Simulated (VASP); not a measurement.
A run of VASP 6.6.1:

INCAR

```
SYSTEM = CsVRh3
PREC     = Accurate       ! precision mode
ENCUT    = 520            ! plane-wave cutoff, eV
EDIFF    = 1E-6           ! SCF threshold, eV
ISMEAR   = 0              ! smearing method
SIGMA    = 0.0474         ! smearing width, eV
LREAL    = .FALSE.        ! projectors in reciprocal space
LASPH    = .TRUE.         ! aspherical terms in the spheres
NELM     = 60             ! most SCF steps
ALGO     = Normal         ! electronic algorithm
ISIF     = 2              ! what is computed and relaxed
LWAVE    = .FALSE.        ! write WAVECAR
LCHARG   = .TRUE.         ! write CHGCAR
GGA      = PE             ! functional
LELF     = .TRUE.         ! ELF
LVHAR    = .TRUE.       
NBANDS   = 78             ! bands
```

KPOINTS

```
regular mesh
0
G
  3 3 4
  0 0 0
```

The input POSCAR:

```
CsVRh3
1.0
    6.3934200000      0.0000000000      0.0000000000
   -3.1967100000      5.5368670000      0.0000000000
    0.0000000000      0.0000000000      5.4199080000
V Cs Rh
2 2 6
Direct
    0.0000000000      0.0000000000      0.0000000000
    0.0000000000      0.0000000000      0.5000000000
    0.3333000000      0.6667000000      0.7500000000
    0.6666000000      0.3333000000      0.2500000000
    0.1666000000      0.3332000000      0.2500000000
    0.8334000000      0.1666000000      0.7500000000
    0.6668000000      0.8334000000      0.2500000000
    0.8334000000      0.6668000000      0.7500000000
    0.1666000000      0.8334000000      0.2500000000
    0.3332000000      0.1666000000      0.7500000000
```

Potentials or basis: VASP PAW PBE potentials, release 64 (V_sv, Cs_sv, Rh_pv).

Launch:

```bash
$ cat potpaw_PBE.64/V_sv/POTCAR potpaw_PBE.64/Cs_sv/POTCAR potpaw_PBE.64/Rh_pv/POTCAR > POTCAR
$ mpirun -np 1 vasp_std > vasp.out
```

Hardware: 1 thread of Intel(R) Xeon(R) Platinum 8259CL CPU @ 2.50GHz (Skylake/Cascade Lake), on a shared host.

Problem. How long does it take, and how much memory?

Solution. Run time: 3.3 min on 1 thread of Intel(R) Xeon(R) Platinum 8259CL CPU @ 2.50GHz (Skylake/Cascade Lake), with other jobs on the host, peak memory 0.37 GiB. Counts: scf iterations 16, k points 12.
